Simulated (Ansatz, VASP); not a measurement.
**TaS2 in VASP and in Ansatz**

```
Ta S
1.0
     3.38286    0.00000    0.00000
    -1.69143    2.92964    0.00000
     0.00000    0.00000    6.16798
Ta S
1 2
Direct
  0.00000 0.00000 0.00000
  0.66667 0.33333 0.75428
  0.33333 0.66667 0.24572
```

Alike in both runs: task single point; functional PBE; dispersion D3(BJ); k mesh 6 × 6 × 4; occupations gaussian, width 0.1 eV; no spin polarisation.

|  | VASP | Ansatz |
| --- | --- | --- |
| version | VASP 6.6.1 | Ansatz 0.2.0 |
| potentials or method | VASP PAW PBE potentials, release 64 (Ta_pv, S), cutoff 500 eV | scalar-relativistic, plane waves, PAW |
| valence electrons in the cell | 23 | 25 |

Ansatz gave:

```
gap on the k mesh at the Fermi level (eV)                     : none
pressure (GPa)                                                : -1.7
traceless stress, the component that is largest in VASP (GPa) : 0.33
rms of the force components (eV/Å)                            : 0.070
```

Estimate VASP's values.

gap on the k mesh at the Fermi level (eV): none; pressure (GPa): -1.8; traceless stress, the component that is largest in VASP (GPa): 0.37; rms of the force components (eV/Å): 0.074.

Atom by atom the forces differ by 0.003 eV/Å (rms over components). A gap of «none» marks a metal or a gap that the smearing closes. VASP's potentials hold 23 valence electrons a cell and Ansatz's 25, so a difference there can come from the potentials and not from the codes.

Neither program's run includes spin-orbit coupling.
